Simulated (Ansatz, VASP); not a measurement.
One calculation of In3As, two programs

```
CELL_PARAMETERS angstrom
4.67168 0.00000 0.00000
0.00000 4.67168 0.00000
0.00000 0.00000 4.67168
ATOMIC_POSITIONS crystal
In 0.00000 0.50000 0.50000
In 0.50000 0.00000 0.50000
In 0.50000 0.50000 0.00000
As 0.00000 0.00000 0.00000
```

Alike in both runs: task single point; functional PBE; k mesh 4 × 4 × 4; occupations gaussian, width 0.1 eV; no spin polarisation.

|  | VASP | Ansatz |
| --- | --- | --- |
| version | VASP 6.6.1 | Ansatz 0.2.0 |
| potentials or method | VASP PAW PBE potentials, release 64 (In_d, As), cutoff 520 eV | scalar-relativistic, plane waves, PAW |
| valence electrons in the cell | 44 | 54 |

|  | VASP | Ansatz | Ansatz less VASP |
| --- | --- | --- | --- |
| gap on the k mesh at the Fermi level (eV) | none | none | - |
| pressure (GPa) | -0.1 | -0.1 | -0.01 |

A gap of «none» marks a metal or a gap that the smearing closes. The functional is the same, so the differences come from potentials, cutoffs and numerics. VASP's potentials hold 44 valence electrons a cell and Ansatz's 54, so a difference there can come from the potentials and not from the codes.
